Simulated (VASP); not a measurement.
Wanted: the native input for a VASP 6.6.1 run.

```yaml
Task: relaxation of cell and atoms
Functional: LDA
Potentials_or_basis: VASP PAW LDA potentials, release 64 (Te)
Cutoff: 600 eV
k_mesh: 19 × 19 × 19
Occupations: fermi-dirac, width 0.05 eV
Spin: no spin polarisation
Dipole_correction: no
Further_INCAR_settings: ALGO = Normal; EDIFF = 1e-06; IBRION = 2; EDIFFG = -0.005; NSW = 60; ISIF = 3
```

The structure of Te lies in POSCAR:

```
Te
1.0
   -1.9354383203      1.9354383203      1.9354383203
    1.9354383203     -1.9354383203      1.9354383203
    1.9354383203      1.9354383203     -1.9354383203
Te
1
Direct
    0.0000000000      0.0000000000      0.0000000000
```

These files were run (other wordings do the same):

INCAR

```
SYSTEM = Te
ALGO = Normal ; EDIFF = 1E-6
EDIFFG = -0.005 ; ENCUT = 600
IBRION = 2 ; ISIF = 3
ISMEAR = -1 ; LASPH = .TRUE.
LCHARG = .FALSE. ; LREAL = .FALSE.
LWAVE = .FALSE. ; NELM = 60
NSW = 60 ; PREC = Accurate
SIGMA = 0.05
```

KPOINTS

```
k-points
0
G
  19 19 19
  0 0 0
```

Potentials or basis: VASP PAW LDA potentials, release 64 (Te).

The run is started by

```bash
$ cat potpaw_LDA.64/Te/POTCAR > POTCAR
$ mpirun -np 1 vasp_std > vasp.out
```

Results of the run:

| Property | Result |
| --- | --- |
| Relaxed volume | 26.69 Å³/atom |
| Relaxed cell | a = 3.261 Å, b = 3.261 Å, c = 3.261 Å, α = 109.47°, β = 109.47°, γ = 109.47° |
| Space group after relaxing (to 0.05 Å) | Im-3m (No. 229) |
| Energy gained by relaxing | 36.5 meV/atom |
| Ionic steps | 3 |
| Pressure after relaxing | 0.0 GPa |
| Band gap on the k mesh | zero (band 3 reaches 11.93 eV, above the bottom of band 4 at 5.51 eV) |

Caveat: spin-orbit coupling is left out, which moves the levels of the heavy elements.

Wall time 3.1 min on 1 thread of AMD EPYC 7R43 64-Core Processor (Zen 3) (shared host), peak memory 0.15 GiB.
